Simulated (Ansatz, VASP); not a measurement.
# One calculation of KF, two programs

POSCAR

```
KF
1.0
    0.0000000000      2.6718500000      2.6718500000
    2.6718500000      0.0000000000      2.6718500000
    2.6718500000      2.6718500000      0.0000000000
K F
1 1
Direct
    0.0000000000      0.0000000000      0.0000000000
    0.5000000000      0.5000000000      0.5000000000
```

INCAR.step1

```
PREC = Accurate ; ENCUT = 520
EDIFF = 1E-5 ; ISMEAR = 0
SIGMA = 0.01 ; LREAL = F
LASPH = T ; NELM = 80
ALGO = Normal ; ISIF = 2
LWAVE = T ; LCHARG = F
GGA = PE ; NBANDS = 15
```

INCAR.step2

```
PREC = Accurate ; ENCUT = 520
EDIFF = 1E-6 ; ISMEAR = 0
SIGMA = 0.01 ; LREAL = F
LASPH = T ; NELM = 80
ALGO = Normal ; ISIF = 2
LWAVE = F ; LCHARG = F
GGA = PE ; LHFCALC = T
HFSCREEN = 0.2079 ; PRECFOCK = Normal
ISTART = 1 ; NBANDS = 15
```

File KPOINTS:

```
regular mesh
0
Gamma
  6 6 6
```

input

```
crystal:
  lattice:
    - [0.0, 2.67185, 2.67185]
    - [2.67185, 0.0, 2.67185]
    - [2.67185, 2.67185, 0.0]
  atoms:
    - { symbol: K, position: [0.0, 0.0, 0.0] }
    - { symbol: F, position: [0.5, 0.5, 0.5] }
kpoints:
  mp_grid: { grid: [6, 6, 6] }
  band_path:
    path:
      - [0.0, 0.0, 0.0]
      - [0.5, 0.0, 0.5]
      - [0.625, 0.25, 0.625]
      - [0.375, 0.375, 0.75]
      - [0.5, 0.5, 0.5]
      - [0.5, 0.25, 0.75]
    npoints: 1
hamiltonian:
  xc: hse06
scf:
  occupations: { method: fixed }
  n_extra_bands: 4
output:
  forces: true
  stress: true
  eigenvalues: true
  write_density: true
  write_potential: true
  elf: true
  volumetric_format: npy
```

Alike in both runs: functional HSE06; k mesh 6 × 6 × 6; no spin polarisation.

```csv
,VASP,Ansatz
version,VASP 6.6.1,Ansatz 0.2.0
potentials or method,"VASP PAW PBE potentials, release 64 (K_sv, F)",Ansatz PAW
plane-wave cutoff (eV),520,420
occupations,"gaussian, width 0.01 eV",fixed
valence electrons in the cell,16,16
task,single point,band structure
```

```csv
,VASP,Ansatz,Ansatz less VASP
gap on the k mesh at the Fermi level (eV),8.16,8.18,+0.019
least direct gap on the mesh (eV),8.16,8.18,+0.019
pressure (GPa),0.6,0.5,-0.09
```
